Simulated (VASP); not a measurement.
# Ru (P6_3/mmc) in VASP: notebook

The runs below take Ru through single point, with LDA.

Program: VASP 6.6.1. These are calculated values, not measurements. Logs are shortened: lines on timing, memory, paths and dates and some standing lists are left out, and cuts for length are marked.

### 1 The cell of the first run

The structure is hexagonal, space group P6_3/mmc (No. 194). The conventional cell has a = 2.567 Å, b = 2.567 Å, c = 4.227 Å, α = 90.00°, β = 90.00°, γ = 120.00°. Ru (site symmetry -6m2) has 12 Ru at 2.57 to 2.58 Å within 3.4 Å.

### 2 Single point, LDA

INCAR

```
SYSTEM = Ru
PREC = Accurate
ENCUT = 520
EDIFF = 1E-7
ISMEAR = 0
SIGMA = 0.15
LREAL = .False.
LASPH = .True.
NELM = 100
ALGO = Fast
ISIF = 2
LWAVE = .False.
LCHARG = .False.
NBANDS = 21
```

KPOINTS

```
Automatic mesh
0
Gamma
  21 21 10
  0 0 0
```

POSCAR

```
Ru
1.0
    2.5670964504      0.0000000000      0.0000000000
   -1.2835482252      2.2231707400      0.0000000000
    0.0000000000      0.0000000000      4.2267610266
Ru
2
Direct
    0.3333333333      0.6666666667      0.2500000000
    0.6666666667      0.3333333333      0.7500000000
```

Potentials or basis: VASP PAW LDA potentials, release 64 (Ru_pv).

On the command line:

```console
cat potpaw_LDA.64/Ru_pv/POTCAR > POTCAR
mpirun -np 1 vasp_std > vasp.out
```

OUTCAR:

```text
SYSTEM = Ru
   PREC = Accurate
   ENCUT = 520
   EDIFF = 1E-7
   ISMEAR = 0
   LREAL = .False.
   LASPH = .True.
   NELM = 100
   ISIF = 2

 ion  position               nearest neighbor table
   1  0.333  0.667  0.250-   2 2.58   2 2.58   2 2.58   2 2.58   2 2.58   2 2.58
   2  0.667  0.333  0.750-   1 2.58   1 2.58   1 2.58   1 2.58   1 2.58   1 2.58

  LATTYP: Found a hexagonal cell.
 ALAT       =     2.5670964504
 C/A-ratio  =     1.6465143045

  Lattice vectors:

 A1 = (   2.5670964504,   0.0000000000,   0.0000000000)
 A2 = (  -1.2835482252,   2.2231707400,   0.0000000000)
 A3 = (   0.0000000000,   0.0000000000,   4.2267610266)

Analysis of symmetry for initial positions (statically):
=====================================================================
 Subroutine PRICEL returns:
 Original cell was already a primitive cell.

 Routine SETGRP: Setting up the symmetry group for a
 hexagonal supercell.

 Subroutine GETGRP returns: Found 24 space group operations
 (whereof 12 operations were pure point group operations)
 out of a pool of 24 trial point group operations.

The static configuration has the point symmetry D_3d.
 The point group associated with its full space group is D_6h.

Analysis of symmetry for dynamics (positions and initial velocities):
=====================================================================
 Subroutine PRICEL returns:
 Original cell was already a primitive cell.

 Routine SETGRP: Setting up the symmetry group for a
 hexagonal supercell.

 Subroutine GETGRP returns: Found 24 space group operations
 (whereof 12 operations were pure point group operations)
 out of a pool of 24 trial point group operations.

The dynamic configuration has the point symmetry D_3d.
 The point group associated with its full space group is D_6h.

 Subroutine INISYM returns: Found 24 space group operations
 (whereof 12 operations are pure point group operations),
 and found     1 'primitive' translations

----------------------------------------------------------------------------------------

                                     Primitive cell

  volume of cell :      24.1225

  direct lattice vectors                    reciprocal lattice vectors
     2.567096450  0.000000000  0.000000000     0.389545161  0.224904004  0.000000000
    -1.283548225  2.223170740  0.000000000     0.000000000  0.449808007  0.000000000
     0.000000000  0.000000000  4.226761027     0.000000000  0.000000000  0.236587778

  length of vectors
     2.567096450  2.567096450  4.226761027     0.449808007  0.449808007  0.236587778

  position of ions in fractional coordinates (direct lattice)
     0.333333333  0.666666667  0.250000000
     0.666666667  0.333333333  0.750000000

  ion indices of the primitive-cell ions
   primitive index   ion index
                 1           1
                 2           2

----------------------------------------------------------------------------------------

 KPOINTS: Automatic mesh

Automatic generation of k-mesh.
 Grid dimensions read from file:
 generate k-points for:   21   21   10

 Generating k-lattice:

  Cartesian coordinates                     Fractional coordinates (reciprocal lattice)
     0.018549770  0.010709714  0.000000000     0.047619048  0.000000000  0.000000000
     0.000000000  0.021419429  0.000000000     0.000000000  0.047619048  0.000000000
     0.000000000  0.000000000  0.023658778     0.000000000  0.000000000  0.100000000

  Length of vectors
     0.021419429  0.021419429  0.023658778

  Shift w.r.t. Gamma in fractional coordinates (k-lattice)
     0.000000000  0.000000000  0.000000000

 Subroutine IBZKPT returns following result:
 ===========================================

 Found    288 irreducible k-points:

 Following reciprocal coordinates:
            Coordinates               Weight
  0.000000  0.000000  0.000000      1.000000
  0.047619  0.000000  0.000000      6.000000
  0.095238 -0.000000  0.000000      6.000000
  0.142857 -0.000000  0.000000      6.000000
  0.190476 -0.000000  0.000000      6.000000
  0.238095  0.000000  0.000000      6.000000
[... 16 lines left out ...]
  0.142857  0.095238  0.000000     12.000000
  0.190476  0.095238  0.000000     12.000000
 [... further k-points ...]
   k-points           NKPTS =    288   k-points in BZ     NKDIM =    288   number of bands    NBANDS=     21
   number of dos      NEDOS =    301   number of ions     NIONS =      2
   total plane-waves  NPLWV =  12800
   dimension x,y,z NGX =    20 NGY =   20 NGZ =   32
   dimension x,y,z NGXF=    40 NGYF=   40 NGZF=   64
   ions per type =               2
   NGX,Y,Z   is equivalent  to a cutoff of  12.95, 12.95, 12.59 a.u.
   NGXF,Y,Z  is equivalent  to a cutoff of  25.90, 25.90, 25.17 a.u.
 SYSTEM =  Ru
   PREC   = accura    normal or accurate (medium, high low for compatibility)
   ISTART =      0    job   : 0-new  1-cont  2-samecut
   ICHARG =      2    charge: 1-file 2-atom 10-const
   ISPIN  =      1    spin polarized calculation?
   LNONCOLLINEAR =      F non collinear calculations
   LSORBIT =      F    spin-orbit coupling
   LASPH  =      T    aspherical Exc in radial PAW
   ENCUT  =  520.0 eV  38.22 Ry    6.18 a.u.   4.77  4.77  7.86*2*pi/ulx,y,z
   NELM   =    100;   NELMIN=  2; NELMDL= -5     # of ELM steps
   EDIFF  = 0.1E-06   stopping-criterion for ELM
   LREAL  =      F    real-space projection
   EDIFFG = 0.1E-05   stopping-criterion for IOM
   NSW    =      0    number of steps for IOM
   IBRION =     -1    ionic relax: 0-MD 1-quasi-New 2-CG
   NFREE  =      0    steps in history (QN), initial steepest desc. (CG)
   ISIF   =      2    stress and relaxation
   ISYM   =      2    0-nonsym 1-usesym 2-fastsym
   POTIM  = 0.5000    time-step for ionic-motion
   TEBEG  =    0.0;   TEEND  =   0.0 temperature during run
   PSTRESS=    0.0 pullay stress
   NELECT =      28.0000    total number of electrons
   NUPDOWN=      -1.0000    fix difference up-down
   EMIN   =  10.00;   EMAX   =-10.00  energy-range for DOS
   EFERMI =   0.00;   METHOD = LEGACY
   ISMEAR =     0;   SIGMA  =   0.15  broadening in eV -4-tet -1-fermi 0-gaus
   EFERMI_NEDOS =   21; number of points for ismear=-14 and -15
   IALGO  =     68    algorithm
   IMIX   =      4    mixing-type and parameters
     AMIX     =   0.40;   BMIX     =  1.00
     AMIX_MAG =   1.60;   BMIX_MAG =  1.00
  volume/ion in A,a.u.               =      12.06        81.39
  Fermi-wavevector in a.u.,A,eV,Ry     =   1.720494  3.251263 40.274621  2.960101
  Thomas-Fermi vector in A             =   2.796923
   LORBIT       =      0    0 simple, 1 ext, 2 COOP (PROOUT), +10 PAW based schemes
   GGA     = CA    functional components
   LHFCALC =     F    Hartree Fock is set to
   AEXX    =    0.0000 exact exchange contribution
   IVDW    =     0    specifies the selected vdW correction
   LEPSILON=     F    determine dielectric tensor
   LRPA    =     F    only Hartree local field effects (RPA)
 non-spin polarized calculation
 RMM-DIIS sequential band-by-band and
 Gauss-broadening in eV      SIGMA  =   0.15
  energy-cutoff  :      520.00
  volume of cell :       24.12
 maximum number of plane-waves:       664
 NGX is ok and might be reduce to    20
   NGX =  9   NGY =  9   NGZ = 15

 number of electron      28.0000002 magnetization

 Free energy of the ion-electron system (eV)
  ---------------------------------------------------
  ext. energy  EPLUGINS =         0.00000000
  ---------------------------------------------------
  free energy    TOTEN  =       -21.11659437 eV

  energy without entropy =      -21.10173722  energy(sigma->0) =      -21.10916580

 E-fermi :  15.0133     XC(G=0): -15.1183

 val. band max:       14.9984166142   @ k =   0.2381   0.0476   0.3000
 cond. band min:      15.0142632715   @ k =   0.2381   0.0476   0.1000
 fundamental gap:      0.0158466573
 Fermi energy:        15.0133078319

 k-point     1 :       0.0000    0.0000    0.0000
  band No.  band energies     occupation
      1     -28.9084      2.00000
      2     -27.5198      2.00000
      3     -27.5198      2.00000
      4     -27.3401      2.00000
      5     -27.3191      2.00000
      6     -27.3191      2.00000
[... 13 lines left out ...]
     20      24.8875      0.00000
     21      26.2724      0.00000

 k-point     2 :       0.0476    0.0000    0.0000
  band No.  band energies     occupation
      1     -28.8969      2.00000
      2     -27.5487      2.00000
      3     -27.5287      2.00000
      4     -27.3488      2.00000
      5     -27.3440      2.00000
      6     -27.3234      2.00000
[... 13 lines left out ...]
     20      24.8875      0.00000
     21      26.2576      0.00000

 k-point     3 :       0.0952   -0.0000    0.0000
  band No.  band energies     occupation
      1     -28.8630      2.00000
      2     -27.6328      2.00000
      3     -27.5545      2.00000
      4     -27.4348      2.00000
      5     -27.3560      2.00000
      6     -27.3362      2.00000
[... 13 lines left out ...]
     20      24.8875      0.00000
     21      26.2068      0.00000

 k-point     4 :       0.1429   -0.0000    0.0000
  band No.  band energies     occupation
      1     -28.8082      2.00000
      2     -27.7642      2.00000
      3     -27.5940      2.00000
      4     -27.5672      2.00000
      5     -27.3764      2.00000
      6     -27.3570      2.00000
[... 13 lines left out ...]
     20      24.8875      0.00000
     21      26.1101      0.00000

 k-point     5 :       0.1905   -0.0000    0.0000
  band No.  band energies     occupation
      1     -28.7352      2.00000
      2     -27.9307      2.00000
      3     -27.7319      2.00000
      4     -27.6430      2.00000
      5     -27.4055      2.00000
      6     -27.3844      2.00000
[... 13 lines left out ...]
     20      24.8874      0.00000
     21      25.9696      0.00000
[... 382 lines left out ...]
     20      27.3049      0.00000
     21      27.8393      0.00000

 k-point    22 :       0.0952    0.0952    0.0000
  band No.  band energies     occupation
      1     -28.7763      2.00000
      2     -27.8133      2.00000
      3     -27.7085      2.00000
      4     -27.5556      2.00000
      5     -27.3888      2.00000
      6     -27.3870      2.00000
[... 13 lines left out ...]
     20      24.8874      0.00000
     21      26.0566      0.00000

 k-point    23 :       0.1429    0.0952    0.0000
  band No.  band energies     occupation
      1     -28.7048      2.00000
      2     -27.9551      2.00000
      3     -27.8502      2.00000
      4     -27.6209      2.00000
      5     -27.4263      2.00000
      6     -27.4182      2.00000
[... 13 lines left out ...]
     20      24.8874      0.00000
     21      25.9349      0.00000

 k-point    24 :       0.1905    0.0952    0.0000
  band No.  band energies     occupation
      1     -28.6188      2.00000
      2     -28.1238      2.00000
      3     -27.9985      2.00000
      4     -27.6944      2.00000
      5     -27.4675      2.00000
      6     -27.4567      2.00000
[... 13 lines left out ...]
     20      24.8873      0.00000
     21      25.8133      0.00000

 [... further k-points ...]

------------------------ aborting loop because EDIFF is reached ----------------------------------------

  FORCE on cell =-STRESS in cart. coord.  units (eV):
  Direction    XX          YY          ZZ          XY          YZ          ZX
  --------------------------------------------------------------------------------------
  -------------------------------------------------------------------------------------
  Total        6.9913683      6.9913683      3.1304074     -0.0000000     -0.0000000      0.0000000
  in kB      464.3549337    464.3549337    207.9164025     -0.0000000     -0.0000000      0.0000000
  external PRESSURE =     378.8754233 kB  Pullay stress =       0.0000000 kB

 VOLUME and BASIS-vectors are now :
 -----------------------------------------------------------------------------
  energy-cutoff  :      520.00
  volume of cell :       24.12
      direct lattice vectors                 reciprocal lattice vectors
     2.567096450  0.000000000  0.000000000     0.389545161  0.224904004  0.000000000
    -1.283548225  2.223170740  0.000000000     0.000000000  0.449808007  0.000000000
     0.000000000  0.000000000  4.226761027     0.000000000  0.000000000  0.236587778

 POSITION                                       TOTAL-FORCE (eV/Angst)
 -----------------------------------------------------------------------------------
     -0.00000      1.48211      1.05669         0.000000     -0.000000      0.000000
      1.28355      0.74106      3.17007        -0.000000      0.000000      0.000000
 -----------------------------------------------------------------------------------
    total drift:                               -0.000000      0.000000     -0.000000

  FREE ENERGIE OF THE ION-ELECTRON SYSTEM (eV)
  ---------------------------------------------------
  free  energy   TOTEN  =       -21.1165943679 eV

  energy  without entropy=      -21.1017372225  energy(sigma->0) =      -21.10916580
```

Wall time 64 s (1 thread of AMD EPYC 9R45 (Zen 5), shared host); peak memory 0.19 GiB.

Results:

- Free energy: -21.1166 eV
- Pressure: 37.9 GPa
- Band gap on the k mesh: zero (bands 14 and 15 overlap by 3.82 eV)

Levels at points of the mesh, in eV from the Fermi level:
| k point | band 11 | band 12 | band 13 | band 14 | band 15 | band 16 | band 17 | band 18 |
| --- | --- | --- | --- | --- | --- | --- | --- | --- |
| (0.00, 0.00, 0.00) | -3.10 | -2.37 | -2.37 | -1.31 | -1.31 | 0.98 | 1.43 | 1.43 |
| (0.00, 0.00, 0.50) | -3.18 | -3.18 | -3.18 | -3.18 | 0.66 | 0.66 | 0.66 | 0.66 |

Caveat: the stress differs along the axes, from 21 to 46 GPa.

### 3 Single point, LDA

INCAR

```
  PREC = Accurate
  ENCUT = 520
  EDIFF = 1E-7
  ISMEAR = 0
  SIGMA = 0.15
  LREAL = F
  LASPH = T
  NELM = 80
  ALGO = Fast
  ISIF = 2
  LWAVE = F
  LCHARG = F
  GGA = CA
  NBANDS = 21
```

KPOINTS

```
regular mesh
0
Gamma
  21 21 10
```

POSCAR is that of step 2.

Potentials or basis: VASP PAW LDA potentials, release 64 (Ru_pv).

On the command line:

```console
cat potpaw_LDA.64/Ru_pv/POTCAR > POTCAR
mpirun -np 1 vasp_std > vasp.out
```

Wall time 65 s (1 thread of AMD EPYC 9R45 (Zen 5), shared host); peak memory 0.19 GiB.

Results (log left out):

- Free energy: -21.1166 eV
- Pressure: 37.9 GPa
- Band gap on the k mesh: zero (bands 14 and 15 overlap by 3.82 eV)

Stress tensor (GPa, compression positive):
```
46.44  0.00  0.00
 0.00 46.44  0.00
 0.00  0.00 20.79
```

Levels at points of the mesh, in eV from the Fermi level:
| k point | band 10 | band 11 | band 12 | band 13 | band 14 | band 15 | band 16 | band 17 | band 18 | band 19 |
| --- | --- | --- | --- | --- | --- | --- | --- | --- | --- | --- |
| (0.00, 0.00, 0.00) | -3.10 | -3.10 | -2.37 | -2.37 | -1.31 | -1.31 | 0.98 | 1.43 | 1.43 | 9.87 |
| (0.00, 0.00, 0.50) | -3.37 | -3.18 | -3.18 | -3.18 | -3.18 | 0.66 | 0.66 | 0.66 | 0.66 | 9.87 |

Caveat: the stress differs along the axes, from 21 to 46 GPa.
